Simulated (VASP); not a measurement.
Input of a VASP 6.6.1 run:

The input INCAR:

```
PREC = Accurate ; ENCUT = 880
EDIFF = 1E-6 ; ISMEAR = -1
SIGMA = 0.05 ; LREAL = Auto
LASPH = True ; NELM = 120
ALGO = Normal ; ISIF = 2
LWAVE = False ; LCHARG = False
GGA = PS ; ISYM = -1
NBANDS = 198 ; GGA_COMPAT = False
```

The input KPOINTS:

```
explicit points
1
Reciprocal
  0.25000000   0.25000000   0.25000000 1
```

POSCAR

```
Li16Br3Cl13
1.0
   10.2667045994      0.0000000000      0.0000000000
    0.0000000000     10.2667045994      0.0000000000
    0.0000000000      0.0000000000     10.2667045994
Br Cl Li
6 26 32
Direct
    0.2519340000      0.0000000000      0.0001910000
    0.2509310000      0.0008700000      0.5004230000
    0.9987770000      0.2520340000      0.0011830000
    0.9976740000      0.9989790000      0.7495060000
    0.5010960000      0.4989500000      0.2503840000
    0.2489730000      0.7488680000      0.2504380000
    0.2501640000      0.4999990000      0.9972670000
    0.2487110000      0.4989330000      0.5026820000
    0.7474910000      0.9987160000      0.0017010000
    0.7486050000      0.9999960000      0.4995700000
    0.7496450000      0.5011000000      0.9987980000
    0.7509170000      0.5000270000      0.5018530000
    0.9981640000      0.2528990000      0.4995530000
    0.9968170000      0.7475590000      0.0003200000
    0.9966820000      0.7474220000      0.5003850000
    0.5014760000      0.2503030000      0.9990330000
    0.5017160000      0.2503240000      0.5017480000
    0.5028890000      0.7496350000      0.9975450000
    0.5027360000      0.7498410000      0.5031740000
    0.9953640000      0.9999550000      0.2518900000
    0.9981670000      0.5000860000      0.2515500000
    0.9993670000      0.5010230000      0.7487410000
    0.5039730000      0.0009240000      0.2505400000
    0.5025290000      0.0000120000      0.7502010000
    0.5005570000      0.5000280000      0.7500090000
    0.2498570000      0.2513510000      0.2519650000
    0.2529090000      0.2538990000      0.7488710000
    0.2512200000      0.7457660000      0.7501480000
    0.7499020000      0.2490610000      0.2518710000
    0.7473850000      0.2514990000      0.7490160000
    0.7507460000      0.7508540000      0.2506020000
    0.7487020000      0.7484770000      0.7502770000
    0.9902950000      0.9920220000      0.0080080000
    0.9909030000      0.9984270000      0.4937560000
    0.9975730000      0.5070580000      0.9992340000
    0.9978530000      0.5016150000      0.4998510000
    0.5080630000      0.9982910000      0.0004940000
    0.5081420000      0.9996860000      0.5003690000
    0.5021170000      0.5017320000      0.9931030000
    0.5023320000      0.5006250000      0.5071860000
    0.2577110000      0.2587040000      0.9979430000
    0.2522800000      0.2583500000      0.5019740000
    0.2527370000      0.7413580000      0.9928510000
    0.2495980000      0.7410510000      0.5077030000
    0.7428410000      0.2519690000      0.9998320000
    0.7485900000      0.2521400000      0.5007740000
    0.7486660000      0.7479550000      0.9988320000
    0.7492520000      0.7480090000      0.5021610000
    0.2489200000      0.0082740000      0.2502440000
    0.2578280000      0.0022720000      0.7502780000
    0.2423220000      0.4927890000      0.2496600000
    0.2499010000      0.4986070000      0.7496630000
    0.7495260000      0.0015520000      0.2512650000
    0.7430110000      0.0005120000      0.7507550000
    0.7565770000      0.4982450000      0.2504900000
    0.7496510000      0.4999620000      0.7503590000
    0.9980170000      0.2502860000      0.2576690000
    0.9991470000      0.2571560000      0.7427880000
    0.9925620000      0.7497100000      0.2520940000
    0.9977310000      0.7429530000      0.7485350000
    0.5020970000      0.2430340000      0.2526960000
    0.5008790000      0.2504330000      0.7489840000
    0.5075250000      0.7568910000      0.2512650000
    0.5017310000      0.7498630000      0.7500400000
```

Potentials or basis: VASP PAW PBE potentials, release 64 (Br, Cl, Li_sv).

Run with:

```bash
$ cat potpaw_PBE.64/Br/POTCAR potpaw_PBE.64/Cl/POTCAR potpaw_PBE.64/Li_sv/POTCAR > POTCAR
$ mpirun -np 1 vasp_std > vasp.out
```

Task: What does it give for the largest force?

Result: 0.020 eV/Å.

Task: Estimate the band gap on the k mesh.

Result: 6.25 eV.

Task: Predict the pressure.

Result: 0.0 GPa.

Forces in eV/Å, atoms in the order of the input:
```
Br   0.006  0.000  0.000
Br   0.002  0.004  0.004
Br  -0.005 -0.002  0.006
Br   0.006 -0.002  0.001
Br   0.004 -0.001  0.003
Br  -0.006 -0.001  0.003
Cl   0.003  0.002  0.005
Cl   0.002  0.003  0.000
Cl   0.005  0.005 -0.006
Cl  -0.008  0.002 -0.002
Cl   0.002  0.005 -0.002
Cl  -0.002  0.001 -0.001
Cl   0.001  0.000 -0.001
Cl  -0.005 -0.004 -0.002
Cl  -0.002 -0.004  0.003
Cl   0.004 -0.004 -0.008
Cl  -0.003 -0.002 -0.003
Cl   0.000  0.003  0.003
Cl   0.002 -0.001  0.002
Cl   0.002  0.001 -0.001
Cl   0.005 -0.003  0.003
Cl   0.000  0.002  0.004
Cl  -0.001 -0.002  0.002
Cl  -0.003  0.002  0.008
Cl   0.010  0.002  0.002
Cl   0.001 -0.003 -0.005
Cl   0.001 -0.001  0.005
Cl  -0.004  0.002 -0.005
Cl  -0.001  0.001  0.004
Cl   0.003 -0.003  0.008
Cl  -0.002  0.000  0.002
Cl  -0.003 -0.002  0.003
Li  -0.005  0.002  0.000
Li  -0.011  0.000 -0.005
Li   0.012  0.009  0.007
Li  -0.005  0.002  0.011
Li  -0.007  0.000 -0.001
Li  -0.019 -0.002  0.003
Li  -0.008  0.004 -0.010
Li  -0.008 -0.002  0.005
Li   0.002  0.003 -0.001
Li  -0.001  0.004 -0.001
Li  -0.012  0.001 -0.015
Li   0.003 -0.003 -0.012
Li  -0.004 -0.004  0.003
Li   0.004  0.006  0.006
Li   0.002 -0.011 -0.001
Li   0.001  0.005  0.009
Li  -0.003 -0.015  0.008
Li   0.003  0.006 -0.001
Li  -0.015 -0.009  0.007
Li  -0.001 -0.015  0.001
Li   0.003  0.015  0.004
Li   0.006  0.002  0.002
Li   0.003  0.007 -0.002
Li   0.014  0.000 -0.014
Li   0.004 -0.010 -0.001
Li  -0.003  0.008 -0.013
Li  -0.003  0.002 -0.002
Li   0.005 -0.004 -0.002
Li  -0.004 -0.011 -0.009
Li   0.006 -0.004 -0.012
Li   0.009  0.011  0.001
Li   0.020  0.003 -0.001
```

Caveat: the PAW data sets were made with another functional, which shifts forces and pressure a little; a shifted mesh leaves out Γ, where band edges can lie. A k mesh can miss the band edges.
